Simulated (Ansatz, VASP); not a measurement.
**PbF2 in VASP and in Ansatz**

INCAR

```
PREC     = Accurate       # precision mode
ENCUT    = 520            # plane-wave cutoff, eV
EDIFF    = 1E-8           # SCF threshold, eV
ISMEAR   = -1             # smearing method
SIGMA    = 0.03           # smearing width, eV
LREAL    = False          # projectors in reciprocal space
LASPH    = True           # aspherical terms in the spheres
NELM     = 60             # most SCF steps
ALGO     = Normal         # electronic algorithm
ISIF     = 2              # what is computed and relaxed
LWAVE    = False          # write WAVECAR
LCHARG   = False          # write CHGCAR
GGA      = PE             # functional
LEFG     = True         
NBANDS   = 21             # bands
```

The input KPOINTS:

```
regular mesh
0
Gamma
  8 8 8
```

File POSCAR:

```
PbF2
1.0
    0.0000000000      2.8073809838      2.8073809838
    2.8073809838      0.0000000000      2.8073809838
    2.8073809838      2.8073809838      0.0000000000
Pb F
1 2
Direct
    0.0000000000      0.0000000000      0.0000000000
    0.2500000000      0.2500000000      0.2500000000
    0.7500000000      0.7500000000      0.7500000000
```

Input for Ansatz:

```yaml
crystal:
  lattice:
    - [0.0, 2.8073809838, 2.8073809838]
    - [2.8073809838, 0.0, 2.8073809838]
    - [2.8073809838, 2.8073809838, 0.0]
  atoms:
    - { symbol: Pb, position: [0.0, 0.0, 0.0] }
    - { symbol: F, position: [0.25, 0.25, 0.25] }
    - { symbol: F, position: [0.75, 0.75, 0.75] }
kpoints:
  mp_grid: { grid: [8, 8, 8] }
  band_path:
    path:
      - [0.0, 0.0, 0.0]
      - [0.5, 0.0, 0.5]
      - [0.625, 0.25, 0.625]
      - [0.375, 0.375, 0.75]
      - [0.0, 0.0, 0.0]
      - [0.5, 0.5, 0.5]
      - [0.5, 0.25, 0.75]
      - [0.5, 0.0, 0.5]
    npoints: 6
scf:
  occupations: { method: fermi_dirac, width: 0.03 }
hamiltonian:
  xc: pbe
  pseudopotentials: { kind: paw }
output:
  forces: true
  stress: true
  eigenvalues: true
  efg: { contact_densities: true }
  populations: true
  write_density: true
  write_potential: true
  elf: true
  volumetric_format: npy
```

Change from the starting cell: volume scaled by 0.85, PAW files.

Alike in both runs: task electric field gradients; functional PBE; k mesh 8 × 8 × 8; occupations fermi-dirac, width 0.03 eV; no spin polarisation.

|  | VASP | Ansatz |
| --- | --- | --- |
| version | VASP 6.6.1 | Ansatz 0.2.0 |
| potentials or method | VASP PAW PBE potentials, release 64 (Pb_d, F) | PAW with Ansatz's default frozen-core files, scalar-relativistic |
| plane-wave cutoff (eV) | 520 | 420 |
| valence electrons in the cell | 28 | 28 |

```csv
,VASP,Ansatz,Ansatz less VASP
gap on the k mesh at the Fermi level (eV),4.32,4.32,+0.003
pressure (GPa),21.2,21.4,+0.20
```

With one functional, cell and mesh, what is left measures potentials, basis and numerics.

Spin-orbit coupling is off throughout.
